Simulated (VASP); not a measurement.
# Ir (Fm-3m) in VASP: notebook

Runs on Ir. Level: RPBE. Tasks: single point, relaxation of cell and atoms.

Program: VASP 6.6.1. These are calculated values, not measurements. Logs are shortened: lines on timing, memory, paths and dates and some standing lists are left out, and cuts for length are marked.

### 1 The cell of the first run

Symmetry: Fm-3m, No. 225, cubic system. Conventional cell: a = 3.888 Å, b = 3.888 Å, c = 3.888 Å, α = 90.00°, β = 90.00°, γ = 90.00°. Within 3.6 Å of Ir (site symmetry m-3m) lie 12 Ir at 2.75 Å.

### 2 Single point, RPBE

The input, INCAR:

```
SYSTEM = Ir
  PREC = Accurate
  ENCUT = 520
  EDIFF = 1E-6
  ISMEAR = -1
  SIGMA = 0.1
  LREAL = .False.
  LASPH = .True.
  NELM = 60
  ALGO = Normal
  ISIF = 2
  LWAVE = .False.
  LCHARG = .True.
  GGA = RP
  LELF = .True.
  LVHAR = .True.
  NBANDS = 10
```

The input, KPOINTS:

```
regular mesh
0
Gamma
  14 14 14
  0 0 0
```

The input, POSCAR:

```
Ir
1.0
    0.0000000000      1.9439873055      1.9439873055
    1.9439873055      0.0000000000      1.9439873055
    1.9439873055      1.9439873055      0.0000000000
Ir
1
Direct
    0.0000000000      0.0000000000      0.0000000000
```

Potentials or basis: VASP PAW PBE potentials, release 64 (Ir).

Started as:

```sh
cat potpaw_PBE.64/Ir/POTCAR > POTCAR
mpirun -np 1 vasp_std > vasp.out
```

OUTCAR:

```text
SYSTEM = Ir
   PREC = Accurate
   ENCUT = 520
   EDIFF = 1E-6
   ISMEAR = -1
   LREAL = .False.
   LASPH = .True.
   NELM = 60
   ISIF = 2
   GGA = RP

 ion  position               nearest neighbor table
   1  0.000  0.000  0.000-

  LATTYP: Found a face centered cubic cell.
 ALAT       =     3.8879746110

  Lattice vectors:

 A1 = (   0.0000000000,   1.9439873055,   1.9439873055)
 A2 = (   1.9439873055,   0.0000000000,   1.9439873055)
 A3 = (   1.9439873055,   1.9439873055,   0.0000000000)

Analysis of symmetry for initial positions (statically):
=====================================================================
 Subroutine PRICEL returns:
 Original cell was already a primitive cell.

 Routine SETGRP: Setting up the symmetry group for a
 face centered cubic supercell.

 Subroutine GETGRP returns: Found 48 space group operations
 (whereof 48 operations were pure point group operations)
 out of a pool of 48 trial point group operations.

The static configuration has the point symmetry O_h .

Analysis of symmetry for dynamics (positions and initial velocities):
=====================================================================
 Subroutine PRICEL returns:
 Original cell was already a primitive cell.

 Routine SETGRP: Setting up the symmetry group for a
 face centered cubic supercell.

 Subroutine GETGRP returns: Found 48 space group operations
 (whereof 48 operations were pure point group operations)
 out of a pool of 48 trial point group operations.

The dynamic configuration has the point symmetry O_h .

 Subroutine INISYM returns: Found 48 space group operations
 (whereof 48 operations are pure point group operations),
 and found     1 'primitive' translations

----------------------------------------------------------------------------------------

                                     Primitive cell

  volume of cell :      14.6930

  direct lattice vectors                    reciprocal lattice vectors
     0.000000000  1.943987306  1.943987306    -0.257203326  0.257203326  0.257203326
     1.943987306  0.000000000  1.943987306     0.257203326 -0.257203326  0.257203326
     1.943987306  1.943987306  0.000000000     0.257203326  0.257203326 -0.257203326

  length of vectors
     2.749213213  2.749213213  2.749213213     0.445489228  0.445489228  0.445489228

  position of ions in fractional coordinates (direct lattice)
     0.000000000  0.000000000  0.000000000

  ion indices of the primitive-cell ions
   primitive index   ion index
                 1           1

----------------------------------------------------------------------------------------

 KPOINTS: regular mesh

Automatic generation of k-mesh.
 Grid dimensions read from file:
 generate k-points for:   14   14   14

 Generating k-lattice:

  Cartesian coordinates                     Fractional coordinates (reciprocal lattice)
    -0.018371666  0.018371666  0.018371666     0.071428571  0.000000000  0.000000000
     0.018371666 -0.018371666  0.018371666     0.000000000  0.071428571  0.000000000
     0.018371666  0.018371666 -0.018371666     0.000000000  0.000000000  0.071428571

  Length of vectors
     0.031820659  0.031820659  0.031820659

  Shift w.r.t. Gamma in fractional coordinates (k-lattice)
     0.000000000  0.000000000  0.000000000

 Subroutine IBZKPT returns following result:
 ===========================================

 Found    104 irreducible k-points:

 Following reciprocal coordinates:
            Coordinates               Weight
  0.000000  0.000000  0.000000      1.000000
  0.071429  0.000000  0.000000      8.000000
  0.142857  0.000000  0.000000      8.000000
  0.214286  0.000000  0.000000      8.000000
  0.285714  0.000000  0.000000      8.000000
  0.357143  0.000000  0.000000      8.000000
[... 16 lines left out ...]
  0.214286  0.142857  0.000000     24.000000
  0.285714  0.142857  0.000000     24.000000
 [... further k-points ...]
   k-points           NKPTS =    104   k-points in BZ     NKDIM =    104   number of bands    NBANDS=     10
   number of dos      NEDOS =    301   number of ions     NIONS =      1
   total plane-waves  NPLWV =   8000
   dimension x,y,z NGX =    20 NGY =   20 NGZ =   20
   dimension x,y,z NGXF=    40 NGYF=   40 NGZF=   40
   ions per type =               1
   NGX,Y,Z   is equivalent  to a cutoff of  12.09, 12.09, 12.09 a.u.
   NGXF,Y,Z  is equivalent  to a cutoff of  24.19, 24.19, 24.19 a.u.
 SYSTEM =  Ir
   PREC   = accura    normal or accurate (medium, high low for compatibility)
   ISTART =      0    job   : 0-new  1-cont  2-samecut
   ICHARG =      2    charge: 1-file 2-atom 10-const
   ISPIN  =      1    spin polarized calculation?
   LNONCOLLINEAR =      F non collinear calculations
   LSORBIT =      F    spin-orbit coupling
   LASPH  =      T    aspherical Exc in radial PAW
   ENCUT  =  520.0 eV  38.22 Ry    6.18 a.u.   5.11  5.11  5.11*2*pi/ulx,y,z
   NELM   =     60;   NELMIN=  2; NELMDL= -5     # of ELM steps
   EDIFF  = 0.1E-05   stopping-criterion for ELM
   LREAL  =      F    real-space projection
   EDIFFG = 0.1E-04   stopping-criterion for IOM
   NSW    =      0    number of steps for IOM
   IBRION =     -1    ionic relax: 0-MD 1-quasi-New 2-CG
   NFREE  =      0    steps in history (QN), initial steepest desc. (CG)
   ISIF   =      2    stress and relaxation
   ISYM   =      2    0-nonsym 1-usesym 2-fastsym
   POTIM  = 0.5000    time-step for ionic-motion
   TEBEG  =    0.0;   TEEND  =   0.0 temperature during run
   PSTRESS=    0.0 pullay stress
   NELECT =       9.0000    total number of electrons
   NUPDOWN=      -1.0000    fix difference up-down
   EMIN   =  10.00;   EMAX   =-10.00  energy-range for DOS
   EFERMI =   0.00;   METHOD = LEGACY
   ISMEAR =    -1;   SIGMA  =   0.10  broadening in eV -4-tet -1-fermi 0-gaus
   EFERMI_NEDOS =   21; number of points for ismear=-14 and -15
   IALGO  =     38    algorithm
   IMIX   =      4    mixing-type and parameters
     AMIX     =   0.40;   BMIX     =  1.00
     AMIX_MAG =   1.60;   BMIX_MAG =  1.00
  volume/ion in A,a.u.               =      14.69        99.15
  Fermi-wavevector in a.u.,A,eV,Ry     =   1.390333  2.627349 26.300423  1.933027
  Thomas-Fermi vector in A             =   2.514278
   LORBIT       =      0    0 simple, 1 ext, 2 COOP (PROOUT), +10 PAW based schemes
   GGA     = RP    functional components
   LHFCALC =     F    Hartree Fock is set to
   AEXX    =    0.0000 exact exchange contribution
   IVDW    =     0    specifies the selected vdW correction
   LEPSILON=     F    determine dielectric tensor
   LRPA    =     F    only Hartree local field effects (RPA)
 non-spin polarized calculation
  energy-cutoff  :      520.00
  volume of cell :       14.69
 maximum number of plane-waves:       411
   NGX = 11   NGY = 11   NGZ = 11

 number of electron       9.0000000 magnetization

 Free energy of the ion-electron system (eV)
  ---------------------------------------------------
  ext. energy  EPLUGINS =         0.00000000
  ---------------------------------------------------
  free energy    TOTEN  =        -8.20119397 eV

  energy without entropy =       -8.16454457  energy(sigma->0) =       -8.18286927

 E-fermi :   9.7652     XC(G=0): -13.7226

 val. band max:        9.7547336634   @ k =  -0.2143   0.3571   0.1429
 cond. band min:       9.7693064894   @ k =   0.5000   0.4286   0.0000
 fundamental gap:      0.0145728260
 Fermi energy:         9.7652339444

 k-point     1 :       0.0000    0.0000    0.0000
  band No.  band energies     occupation
      1      -0.8562      2.00000
      2       6.1764      2.00000
      3       6.1764      2.00000
      4       6.1764      2.00000
      5       8.6954      1.99995
      6       8.6954      1.99995
      7      24.2019      0.00000
      8      29.5830      0.00000
      9      29.5830      0.00000
     10      29.5830      0.00000

 k-point     2 :       0.0714    0.0000    0.0000
  band No.  band energies     occupation
      1      -0.6389      2.00000
      2       6.0647      2.00000
      3       6.2685      2.00000
      4       6.2685      2.00000
      5       8.6388      1.99997
      6       8.6388      1.99997
      7      24.5679      0.00000
      8      28.4663      0.00000
      9      29.9338      0.00000
     10      29.9338      0.00000

 k-point     3 :       0.1429    0.0000    0.0000
  band No.  band energies     occupation
      1      -0.0241      2.00000
      2       5.8086      2.00000
      3       6.4823      2.00000
      4       6.4823      2.00000
      5       8.5516      1.99999
      6       8.5516      1.99999
      7      25.4954      0.00000
      8      26.5202      0.00000
      9      30.9304      0.00000
     10      30.9304      0.00000

 k-point     4 :       0.2143    0.0000    0.0000
  band No.  band energies     occupation
      1       0.8483      2.00000
      2       5.6332      2.00000
      3       6.6172      2.00000
      4       6.6172      2.00000
      5       8.6725      1.99996
      6       8.6725      1.99996
      7      24.4774      0.00000
      8      26.3870      0.00000
      9      32.3841      0.00000
     10      32.3841      0.00000
[... 222 lines left out ...]
 k-point    22 :       0.1429    0.1429    0.0000
  band No.  band energies     occupation
      1       0.2614      2.00000
      2       5.4008      2.00000
      3       6.8153      2.00000
      4       6.8153      2.00000
      5       7.8194      2.00000
      6       9.0205      1.99883
      7      26.0642      0.00000
      8      27.8149      0.00000
      9      29.6414      0.00000
     10      29.6414      0.00000

 k-point    23 :       0.2143    0.1429    0.0000
  band No.  band energies     occupation
      1       0.9428      2.00000
      2       5.0777      2.00000
      3       6.9352      2.00000
      4       7.1136      2.00000
      5       7.7501      2.00000
      6       9.2080      1.99243
      7      26.5443      0.00000
      8      27.0446      0.00000
      9      29.5536      0.00000
     10      30.1411      0.00000

 k-point    24 :       0.2857    0.1429    0.0000
  band No.  band energies     occupation
      1       1.8050      2.00000
      2       4.9040      2.00000
      3       6.5300      2.00000
      4       7.2289      2.00000
      5       8.4951      1.99999
      6       9.5887      1.70780
      7      24.4900      0.00000
      8      27.4091      0.00000
      9      29.3632      0.00000
     10      30.4640      0.00000

 [... further k-points ...]
[... 5 lines left out ...]
  --------------------------------------------------------------------------------------
  -------------------------------------------------------------------------------------
  Total        0.0279918      0.0279918      0.0279918      0.0000000     -0.0000000      0.0000000
  in kB        3.0523306      3.0523306      3.0523306      0.0000000     -0.0000000      0.0000000
  external PRESSURE =       3.0523306 kB  Pullay stress =       0.0000000 kB

 VOLUME and BASIS-vectors are now :
 -----------------------------------------------------------------------------
  energy-cutoff  :      520.00
  volume of cell :       14.69
      direct lattice vectors                 reciprocal lattice vectors
     0.000000000  1.943987306  1.943987306    -0.257203326  0.257203326  0.257203326
     1.943987306  0.000000000  1.943987306     0.257203326 -0.257203326  0.257203326
     1.943987306  1.943987306  0.000000000     0.257203326  0.257203326 -0.257203326

 POSITION                                       TOTAL-FORCE (eV/Angst)
 -----------------------------------------------------------------------------------
      0.00000      0.00000      0.00000        -0.000000     -0.000000     -0.000000
 -----------------------------------------------------------------------------------
    total drift:                                0.000000      0.000000      0.000000

  FREE ENERGIE OF THE ION-ELECTRON SYSTEM (eV)
  ---------------------------------------------------
  free  energy   TOTEN  =        -8.2011939689 eV

  energy  without entropy=       -8.1645445708  energy(sigma->0) =       -8.18286927
```

Wall time 5.5 s (1 thread of Intel Xeon 6975P-C (Granite Rapids), shared host); peak memory 0.14 GiB.

What came out:

| Property | Result |
| --- | --- |
| Free energy | -8.2012 eV |
| Pressure | 0.3 GPa |

Caveat: the PAW data sets were made with another functional, which shifts forces and pressure a little; spin-orbit coupling is left out, which moves the levels of the heavy elements.

(Part 1 of 2 ends here.)
